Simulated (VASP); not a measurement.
# Ti2C (R-3m) in VASP: further runs, part 2 of 2

VASP 6.6.1.

### Step 3. Single point, r2SCAN

This run uses another cell than the first one, of 12.92 Å³/atom.

The input, POSCAR:

```
Ti2C
1.0
    1.5306858465      0.8837418855      4.7758867182
   -1.5306858465      0.8837418855      4.7758867182
    0.0000000000     -1.7674837710      4.7758867182
Ti C
2 1
Direct
    0.2459905026      0.2459905026      0.2459905026
    0.7540094974      0.7540094974      0.7540094974
    0.5000000000      0.5000000000      0.5000000000
```

The input, INCAR.step1:

```
PREC = Accurate
ENCUT = 520
ISMEAR = 0
SIGMA = 0.1
LREAL = False
LASPH = True
NELM = 80
NBANDS = 21
GGA = PE
ALGO = Normal
EDIFF = 1E-4
LWAVE = True
LCHARG = False
```

The input, INCAR.step2:

```
PREC = Accurate
ENCUT = 520
EDIFF = 1E-6
ISMEAR = 0
SIGMA = 0.1
LREAL = False
LASPH = True
NELM = 80
ALGO = Normal
ISIF = 2
LWAVE = False
LCHARG = False
METAGGA = R2SCAN
LMIXTAU = True
NBANDS = 21
ISTART = 1
```

The input, KPOINTS:

```
regular mesh
0
Gamma
  18 18 18
```

Potentials or basis: VASP PAW PBE potentials, release 64 (Ti_sv, C).

On the command line:

```sh
$ cat potpaw_PBE.64/Ti_sv/POTCAR potpaw_PBE.64/C/POTCAR > POTCAR
$ cp INCAR.step1 INCAR
$ mpirun -np 1 vasp_std > vasp.out
$ cp INCAR.step2 INCAR
$ mpirun -np 1 vasp_std > vasp.out
```

OUTCAR:

```text
PREC = Accurate
   ENCUT = 520
   EDIFF = 1E-6
   ISMEAR = 0
   LREAL = False
   LASPH = True
   NELM = 80
   ISIF = 2
   METAGGA = R2SCAN
   ISTART = 1

 ion  position               nearest neighbor table
   1  0.246  0.246  0.246-   3 2.10   3 2.10   3 2.10   2 2.88   2 2.88   2 2.88
   2  0.754  0.754  0.754-   3 2.10   3 2.10   3 2.10   1 2.88   1 2.88   1 2.88
   3  0.500  0.500  0.500-   1 2.10   2 2.10   1 2.10   1 2.10   2 2.10   2 2.10

  LATTYP: Found a trigonal (rhomboedric) cell.
 ALAT       =     5.0924544992
 COS(alpha) =     0.8193043015

  Lattice vectors:

 A1 = (   1.5306858465,   0.8837418855,   4.7758867182)
 A2 = (  -1.5306858465,   0.8837418855,   4.7758867182)
 A3 = (   0.0000000000,  -1.7674837710,   4.7758867182)

Analysis of symmetry for initial positions (statically):
=====================================================================
 Subroutine PRICEL returns:
 Original cell was already a primitive cell.

 Routine SETGRP: Setting up the symmetry group for a
 trigonal (rhombohedral) supercell.

 Subroutine GETGRP returns: Found 12 space group operations
 (whereof 12 operations were pure point group operations)
 out of a pool of 12 trial point group operations.

The static configuration has the point symmetry D_3d.

Analysis of symmetry for dynamics (positions and initial velocities):
=====================================================================
 Subroutine PRICEL returns:
 Original cell was already a primitive cell.

 Routine SETGRP: Setting up the symmetry group for a
 trigonal (rhombohedral) supercell.

 Subroutine GETGRP returns: Found 12 space group operations
 (whereof 12 operations were pure point group operations)
 out of a pool of 12 trial point group operations.

[... 115 lines left out ...]
   EMIN   =  10.00;   EMAX   =-10.00  energy-range for DOS
   EFERMI =   0.00;   METHOD = LEGACY
   ISMEAR =     0;   SIGMA  =   0.10  broadening in eV -4-tet -1-fermi 0-gaus
   EFERMI_NEDOS =   21; number of points for ismear=-14 and -15
   IALGO  =     38    algorithm
   IMIX   =      4    mixing-type and parameters
     AMIX     =   0.40;   BMIX     =  1.00
     AMIX_MAG =   1.60;   BMIX_MAG =  1.00
  volume/ion in A,a.u.               =      12.92        87.20
  Fermi-wavevector in a.u.,A,eV,Ry     =   1.468888  2.775795 29.356352  2.157631
  Thomas-Fermi vector in A             =   2.584331
   LORBIT       =      0    0 simple, 1 ext, 2 COOP (PROOUT), +10 PAW based schemes
   METAGGA = R2SCAN    functional components
   LHFCALC =     F    Hartree Fock is set to
   AEXX    =    0.0000 exact exchange contribution
   IVDW    =     0    specifies the selected vdW correction
   LEPSILON=     F    determine dielectric tensor
   LRPA    =     F    only Hartree local field effects (RPA)
 non-spin polarized calculation
 Gauss-broadening in eV      SIGMA  =   0.10
  energy-cutoff  :      520.00
  volume of cell :       38.76
 maximum number of plane-waves:      1064
 NGX is ok and might be reduce to    40
   NGX = 19   NGY = 19   NGZ = 19

 number of electron      28.0000002 magnetization

 Free energy of the ion-electron system (eV)
  ---------------------------------------------------
  ext. energy  EPLUGINS =         0.00000000
  ---------------------------------------------------
  free energy    TOTEN  =       -38.04552642 eV

  energy without entropy =      -38.03596099  energy(sigma->0) =      -38.04074370

 E-fermi :   8.7303     XC(G=0): -12.8396

 val. band max:        8.7296003754   @ k =   0.5000   0.3333   0.1667
 cond. band min:       8.7307103614   @ k =  -0.3333   0.3889   0.3333
 fundamental gap:      0.0011099860
 Fermi energy:         8.7303487468

 k-point     1 :       0.0000    0.0000    0.0000
  band No.  band energies     occupation
      1     -50.4131      2.00000
      2     -50.3004      2.00000
      3     -25.9708      2.00000
      4     -25.4109      2.00000
      5     -25.4109      2.00000
      6     -25.3479      2.00000
[... 565 lines left out ...]
     20      12.3330      0.00000
     21      13.9125      0.00000

 [... further k-points ...]

------------------------ aborting loop because EDIFF is reached ----------------------------------------

  FORCE on cell =-STRESS in cart. coord.  units (eV):
  Direction    XX          YY          ZZ          XY          YZ          ZX
  --------------------------------------------------------------------------------------
  -------------------------------------------------------------------------------------
  Total        0.9098323      0.9098323      0.8959928      0.0000000      0.0000000      0.0000000
  in kB       37.6058267     37.6058267     37.0338029      0.0000000      0.0000000      0.0000000
  external PRESSURE =      37.4151521 kB  Pullay stress =       0.0000000 kB

 VOLUME and BASIS-vectors are now :
 -----------------------------------------------------------------------------
  energy-cutoff  :      520.00
  volume of cell :       38.76
      direct lattice vectors                 reciprocal lattice vectors
     1.530685846  0.883741885  4.775886718     0.326650959  0.188592019  0.069795067
    -1.530685846  0.883741885  4.775886718    -0.326650959  0.188592019  0.069795067
     0.000000000 -1.767483771  4.775886718     0.000000000 -0.377184038  0.069795067

 POSITION                                       TOTAL-FORCE (eV/Angst)
 -----------------------------------------------------------------------------------
      0.00000      0.00000      3.52447         0.000000      0.000000      0.085874
      0.00000      0.00000     10.80319         0.000000      0.000000     -0.085874
      0.00000      0.00000      7.16383         0.000000      0.000000      0.000000
 -----------------------------------------------------------------------------------
    total drift:                                0.000000      0.000000      0.000000

  FREE ENERGIE OF THE ION-ELECTRON SYSTEM (eV)
  ---------------------------------------------------
  free  energy   TOTEN  =       -38.0455264157 eV

  energy  without entropy=      -38.0359609859  energy(sigma->0) =      -38.04074370
```

OUTCAR.step1:

```text
PREC = Accurate
   ENCUT = 520
   ISMEAR = 0
   LREAL = False
   LASPH = True
[... 802 lines left out ...]
      0.00000      0.00000      3.52447        -0.000000     -0.000000      0.114484
      0.00000      0.00000     10.80319        -0.000000     -0.000000     -0.114484
      0.00000      0.00000      7.16383         0.000000      0.000000     -0.000000
 -----------------------------------------------------------------------------------
    total drift:                                0.000000      0.000000     -0.000000

  FREE ENERGIE OF THE ION-ELECTRON SYSTEM (eV)
  ---------------------------------------------------
  free  energy   TOTEN  =       -26.8257507357 eV

  energy  without entropy=      -26.8163401211  energy(sigma->0) =      -26.82104543
```

OSZICAR.step1:

```text
N       E                     dE             d eps       ncg     rms          rms(c)
DAV:   1     0.316972289991E+03    0.31697E+03   -0.14781E+04 24408   0.165E+03
DAV:   2     0.536030103487E+01   -0.31161E+03   -0.30218E+03 25005   0.469E+02
DAV:   3    -0.321098164777E+02   -0.37470E+02   -0.36940E+02 40575   0.140E+02
DAV:   4    -0.345934107583E+02   -0.24836E+01   -0.24777E+01 31388   0.346E+01
DAV:   5    -0.347264620276E+02   -0.13305E+00   -0.13303E+00 34154   0.657E+00    0.210E+01
DAV:   6    -0.271090207675E+02    0.76174E+01   -0.59485E+01 31877   0.602E+01    0.585E+00
DAV:   7    -0.268249356725E+02    0.28409E+00   -0.36186E+00 37055   0.167E+01    0.387E+00
DAV:   8    -0.268225154543E+02    0.24202E-02   -0.29151E-01 27097   0.436E+00    0.643E-01
DAV:   9    -0.268231837864E+02   -0.66833E-03   -0.34112E-02 38338   0.149E+00    0.596E-01
DAV:  10    -0.268258131794E+02   -0.26294E-02   -0.61664E-03 26971   0.795E-01    0.693E-02
DAV:  11    -0.268257507357E+02    0.62444E-04   -0.90945E-04 32736   0.228E-01
   1 F= -.26825751E+02 E0= -.26821045E+02  d E =-.941061E-02
```

Run time: 80 min. Hardware: 1 thread of Intel Xeon Platinum 8375C at 2.90GHz (Ice Lake), shared host; peak memory 0.58 GiB.

Results:

```
Free energy            : -38.0455 eV
Pressure               : 3.7 GPa
Largest force          : 0.086 eV/Å
Band gap on the k mesh : zero (bands 14 and 15 overlap by 1.11 eV)
```

Forces in eV/Å, atoms in the order of the input:
```
Ti   0.000  0.000  0.086
Ti   0.000  0.000 -0.086
C    0.000  0.000  0.000
```

Caveat: the cell stands under pressure; the PAW data sets were made with another functional, which shifts forces and pressure a little.

### Step 4. Single point, r2SCAN

The input, POSCAR:

```
Ti2C
1.0
    1.5389798858      0.8885304513      4.8208564564
   -1.5389798858      0.8885304513      4.8208564564
    0.0000000000     -1.7770609027      4.8208564564
Ti C
2 1
Direct
    0.2452135242      0.2452135242      0.2452135242
    0.7547864758      0.7547864758      0.7547864758
    0.5000000000      0.5000000000      0.5000000000
```

The input, INCAR.step1:

```
  ALGO = Normal
  EDIFF = 1E-4
  ENCUT = 520
  GGA = PE
  ISMEAR = 0
  LASPH = T
  LCHARG = F
  LREAL = F
  LWAVE = T
  NBANDS = 21
  NELM = 80
  PREC = Accurate
  SIGMA = 0.1
```

The input, INCAR.step2:

```
  ALGO = Normal
  EDIFF = 1E-6
  ENCUT = 520
  ISIF = 2
  ISMEAR = 0
  ISTART = 1
  LASPH = T
  LCHARG = F
  LMIXTAU = T
  LREAL = F
  LWAVE = F
  METAGGA = R2SCAN
  NBANDS = 21
  NELM = 80
  PREC = Accurate
  SIGMA = 0.1
```

The input, KPOINTS:

```
k-points
0
Gamma
  18 18 18
```

Potentials or basis: VASP PAW PBE potentials, release 64 (Ti_sv, C).

On the command line:

```sh
$ cat potpaw_PBE.64/Ti_sv/POTCAR potpaw_PBE.64/C/POTCAR > POTCAR
$ cp INCAR.step1 INCAR
$ mpirun -np 1 vasp_std > vasp.out
$ cp INCAR.step2 INCAR
$ mpirun -np 1 vasp_std > vasp.out
```

OUTCAR:

```text
EDIFF = 1E-6
   ENCUT = 520
   ISIF = 2
   ISMEAR = 0
   ISTART = 1
   LASPH = T
   LREAL = F
   METAGGA = R2SCAN
   NELM = 80
   PREC = Accurate

 ion  position               nearest neighbor table
   1  0.245  0.245  0.245-   3 2.11   3 2.11   3 2.11   2 2.88   2 2.88   2 2.88
   2  0.755  0.755  0.755-   3 2.11   3 2.11   3 2.11   1 2.88   1 2.88   1 2.88
   3  0.500  0.500  0.500-   1 2.11   2 2.11   1 2.11   1 2.11   2 2.11   2 2.11

  LATTYP: Found a trigonal (rhomboedric) cell.
 ALAT       =     5.1379570283
 COS(alpha) =     0.8205617820

  Lattice vectors:

 A1 = (   1.5389798858,   0.8885304513,   4.8208564564)
 A2 = (  -1.5389798858,   0.8885304513,   4.8208564564)
 A3 = (   0.0000000000,  -1.7770609027,   4.8208564564)

Analysis of symmetry for initial positions (statically):
=====================================================================
 Subroutine PRICEL returns:
 Original cell was already a primitive cell.

 Routine SETGRP: Setting up the symmetry group for a
 trigonal (rhombohedral) supercell.

 Subroutine GETGRP returns: Found 12 space group operations
 (whereof 12 operations were pure point group operations)
 out of a pool of 12 trial point group operations.

The static configuration has the point symmetry D_3d.

Analysis of symmetry for dynamics (positions and initial velocities):
=====================================================================
 Subroutine PRICEL returns:
 Original cell was already a primitive cell.

 Routine SETGRP: Setting up the symmetry group for a
 trigonal (rhombohedral) supercell.

 Subroutine GETGRP returns: Found 12 space group operations
 (whereof 12 operations were pure point group operations)
 out of a pool of 12 trial point group operations.

The dynamic configuration has the point symmetry D_3d.
[... 115 lines left out ...]
   EFERMI =   0.00;   METHOD = LEGACY
   ISMEAR =     0;   SIGMA  =   0.10  broadening in eV -4-tet -1-fermi 0-gaus
   EFERMI_NEDOS =   21; number of points for ismear=-14 and -15
   IALGO  =     38    algorithm
   IMIX   =      4    mixing-type and parameters
     AMIX     =   0.40;   BMIX     =  1.00
     AMIX_MAG =   1.60;   BMIX_MAG =  1.00
  volume/ion in A,a.u.               =      13.18        88.97
  Fermi-wavevector in a.u.,A,eV,Ry     =   1.459040  2.757186 28.964061  2.128798
  Thomas-Fermi vector in A             =   2.575654
   LORBIT       =      0    0 simple, 1 ext, 2 COOP (PROOUT), +10 PAW based schemes
   METAGGA = R2SCAN    functional components
   LHFCALC =     F    Hartree Fock is set to
   AEXX    =    0.0000 exact exchange contribution
   IVDW    =     0    specifies the selected vdW correction
   LEPSILON=     F    determine dielectric tensor
   LRPA    =     F    only Hartree local field effects (RPA)
 non-spin polarized calculation
 Gauss-broadening in eV      SIGMA  =   0.10
  energy-cutoff  :      520.00
  volume of cell :       39.55
 maximum number of plane-waves:      1082
 NGX is ok and might be reduce to    40
   NGX = 19   NGY = 19   NGZ = 19

 number of electron      28.0000003 magnetization

 Free energy of the ion-electron system (eV)
  ---------------------------------------------------
  ext. energy  EPLUGINS =         0.00000000
  ---------------------------------------------------
  free energy    TOTEN  =       -38.05510179 eV

  energy without entropy =      -38.04516048  energy(sigma->0) =      -38.05013114

 E-fermi :   8.5146     XC(G=0): -12.7241

 val. band max:        8.5145491710   @ k =   0.3889   0.1111   0.0000
 cond. band min:       8.5152812168   @ k =   0.2778   0.1667   0.0556
 fundamental gap:      0.0007320458
 Fermi energy:         8.5145722214

 k-point     1 :       0.0000    0.0000    0.0000
  band No.  band energies     occupation
      1     -50.6783      2.00000
      2     -50.5731      2.00000
      3     -26.2163      2.00000
      4     -25.6820      2.00000
      5     -25.6820      2.00000
      6     -25.6309      2.00000
[... 565 lines left out ...]
     20      12.0562      0.00000
     21      13.5793      0.00000

 [... further k-points ...]

------------------------ aborting loop because EDIFF is reached ----------------------------------------

  FORCE on cell =-STRESS in cart. coord.  units (eV):
  Direction    XX          YY          ZZ          XY          YZ          ZX
  --------------------------------------------------------------------------------------
  -------------------------------------------------------------------------------------
  Total        0.1933863      0.1933863      0.1644654      0.0000000     -0.0000000      0.0000000
  in kB        7.8334932      7.8334932      6.6619965      0.0000000     -0.0000000      0.0000000
  external PRESSURE =       7.4429943 kB  Pullay stress =       0.0000000 kB

 VOLUME and BASIS-vectors are now :
 -----------------------------------------------------------------------------
  energy-cutoff  :      520.00
  volume of cell :       39.55
      direct lattice vectors                 reciprocal lattice vectors
     1.538979886  0.888530451  4.820856456     0.324890536  0.187575638  0.069144007
    -1.538979886  0.888530451  4.820856456    -0.324890536  0.187575638  0.069144007
     0.000000000 -1.777060903  4.820856456     0.000000000 -0.375151277  0.069144007

 POSITION                                       TOTAL-FORCE (eV/Angst)
 -----------------------------------------------------------------------------------
      0.00000     -0.00000      3.54642         0.000000     -0.000000      0.083708
      0.00000     -0.00000     10.91615         0.000000      0.000000     -0.083708
      0.00000     -0.00000      7.23128         0.000000     -0.000000      0.000000
 -----------------------------------------------------------------------------------
    total drift:                                0.000000      0.000000     -0.000000

  FREE ENERGIE OF THE ION-ELECTRON SYSTEM (eV)
  ---------------------------------------------------
  free  energy   TOTEN  =       -38.0551017928 eV

  energy  without entropy=      -38.0451604795  energy(sigma->0) =      -38.05013114
```

OUTCAR.step1:

```text
EDIFF = 1E-4
   ENCUT = 520
   GGA = PE
   ISMEAR = 0
[... 803 lines left out ...]
      0.00000     -0.00000      3.54642         0.000000     -0.000000      0.109494
      0.00000     -0.00000     10.91615         0.000000      0.000000     -0.109494
      0.00000     -0.00000      7.23128         0.000000     -0.000000     -0.000000
 -----------------------------------------------------------------------------------
    total drift:                               -0.000000      0.000000     -0.000000

  FREE ENERGIE OF THE ION-ELECTRON SYSTEM (eV)
  ---------------------------------------------------
  free  energy   TOTEN  =       -26.8363225431 eV

  energy  without entropy=      -26.8265390484  energy(sigma->0) =      -26.83143080
```

It took 85 min on 1 thread of Intel Xeon 8259CL, shared host; peak memory 0.6 GiB.

Results:

| Quantity | Value |
| --- | --- |
| Free energy | -38.0551 eV |
| Pressure | 0.7 GPa |
| Largest force | 0.084 eV/Å |
| Band gap on the k mesh | zero (bands 14 and 15 overlap by 1.09 eV) |

Forces in eV/Å, atoms in the order of the input:
```
Ti   0.000  0.000  0.084
Ti   0.000  0.000 -0.084
C    0.000  0.000  0.000
```

Stress tensor (GPa, compression positive):
```
0.78 0.00 0.00
0.00 0.78 0.00
0.00 0.00 0.67
```

Caveat: the PAW data sets were made with another functional, which shifts forces and pressure a little.

### Step 5. Single point, r2SCAN

The input, POSCAR:

```
Ti2C
1.0
    1.5389798857      0.8885304513      4.8208564632
   -1.5389798857      0.8885304513      4.8208564632
    0.0000000000     -1.7770609026      4.8208564632
Ti C
2 1
Direct
    0.2452135240      0.2452135240      0.2452135240
    0.7547864760      0.7547864760      0.7547864760
    0.5000000000      0.5000000000      0.5000000000
```

The input, INCAR.step1:

```
ALGO = Normal
EDIFF = 1E-4
ENCUT = 520
GGA = PE
ISMEAR = 0
LASPH = True
LCHARG = False
LREAL = False
LWAVE = True
NBANDS = 21
NELM = 60
PREC = Accurate
SIGMA = 0.15
```

The input, INCAR.step2:

```
ALGO = Normal
EDIFF = 1E-6
ENCUT = 520
ISIF = 2
ISMEAR = 0
ISTART = 1
LASPH = True
LCHARG = False
LMIXTAU = True
LREAL = False
LWAVE = False
METAGGA = R2SCAN
NBANDS = 21
NELM = 60
PREC = Accurate
SIGMA = 0.15
```

The input, KPOINTS:

```
k-points
0
Gamma
  12 12 12
```

On the command line:

```sh
$ cat potpaw_PBE.64/Ti_sv/POTCAR potpaw_PBE.64/C/POTCAR > POTCAR
$ cp INCAR.step1 INCAR
$ mpirun -np 1 vasp_std > vasp.out
$ cp INCAR.step2 INCAR
$ mpirun -np 1 vasp_std > vasp.out
```

Wall time 38 min (1 thread of Intel Xeon 8259CL, shared host); peak memory 0.35 GiB.

The run converged. Its results:

* Free energy: -38.0620 eV
* Pressure: 0.8 GPa
* Largest force: 0.083 eV/Å
* Band gap on the k mesh: zero (bands 14 and 15 overlap by 1.07 eV)

Forces on the atoms (eV/Å):
```
Ti   0.000  0.000  0.083
Ti   0.000  0.000 -0.083
C    0.000  0.000  0.000
```

Stress tensor (GPa, compression positive):
```
0.81 0.00 0.00
0.00 0.81 0.00
0.00 0.00 0.73
```

Levels at points of the mesh, in eV from the Fermi level:
```
           k point  band 11  band 12  band 13  band 14  band 15  band 16  band 17  band 18
(0.00, 0.00, 0.00)    -2.80    -2.80    -2.43     0.57     0.57     1.13     2.00     2.00
(0.50, 0.00, 0.00)    -3.28    -2.71    -1.33    -1.14     0.09     1.91     2.83     3.00
(0.50, 0.50, 0.00)    -3.17    -2.87    -1.70    -1.08     0.84     2.62     2.94     3.19
(0.50, 0.50, 0.50)    -2.65    -2.65    -1.07     0.21     0.94     0.94     1.82     1.82
```

Caveat: the PAW data sets were made with another functional, which shifts forces and pressure a little.

### Step 6. Overview

| potentials or basis | cell | k mesh | cutoff (eV) | smearing | gap on the mesh (eV) | pressure (GPa) | largest force (eV/Å) |
| --- | --- | --- | --- | --- | --- | --- | --- |
| VASP PAW PBE potentials, release 64 (Ti_sv, C_h) | a = 5.132 Å, angles 34.9°, 3 atoms | 6 × 6 × 6 | 910 | gaussian 0.1 eV | none | 0.4 | 0.01 |
| VASP PAW PBE potentials, release 64 (Ti_sv, C) | a = 5.092 Å, angles 35.0°, 3 atoms | 18 × 18 × 18 | 520 | gaussian 0.1 eV | none | 3.7 | 0.09 |
| VASP PAW PBE potentials, release 64 (Ti_sv, C) | a = 5.138 Å, angles 34.9°, 3 atoms | 18 × 18 × 18 | 520 | gaussian 0.1 eV | none | 0.7 | 0.08 |
| VASP PAW PBE potentials, release 64 (Ti_sv, C) | a = 5.138 Å, angles 34.9°, 3 atoms | 12 × 12 × 12 | 520 | gaussian 0.15 eV | none | 0.8 | 0.08 |

Alike in all rows: task single point; level r2SCAN; no spin polarisation.

Caveats: some runs use coarse meshes; the PAW data sets were made with another functional, which shifts forces and pressure a little; the cutoff is under 1.25 times the usual one of these potentials, so pressure, stress and relaxed cells hold a basis-set (Pulay) error (at least some runs); the cell stands under pressure (at least some runs).

Total energies depend on the potentials used, so only differences within one code and one set of settings carry meaning.
